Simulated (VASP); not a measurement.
A run of VASP 6.6.1 is set up as follows.

INCAR

```
ALGO = Normal ; EDIFF = 1E-6
ENCUT = 520 ; GGA = PS
ISIF = 2 ; ISMEAR = 0
LASPH = True ; LCHARG = False
LREAL = False ; LWAVE = False
NBANDS = 21 ; NELM = 60
PREC = Accurate ; SIGMA = 0.15
```

File KPOINTS:

```
k-points
0
Gamma
  18 18 10
```

File POSCAR:

```
Ru
1.0
    2.6520000000      0.0000000000      0.0000000000
   -1.3260000000      2.2966993709      0.0000000000
    0.0000000000      0.0000000000      3.9462000000
Ru
2
Direct
    0.3333333333      0.6666666667      0.2500000000
    0.6666666667      0.3333333333      0.7500000000
```

Potentials or basis: VASP PAW PBE potentials, release 64 (Ru_pv).

The run is started by

```sh
$ cat potpaw_PBE.64/Ru_pv/POTCAR > POTCAR
$ mpirun -np 1 vasp_std > vasp.out
```

Task: Estimate the band gap on the k mesh.

Result: Zero (band 14 reaches 16.75 eV, above the bottom of band 15 at 12.85 eV).

Task: Estimate the pressure.

Result: 48.8 GPa.

Stress tensor (GPa, compression positive):
```
34.70  0.00  0.00
 0.00 34.70  0.00
 0.00  0.00 77.02
```

Caveat: the PAW data sets were made with another functional, which shifts forces and pressure a little.
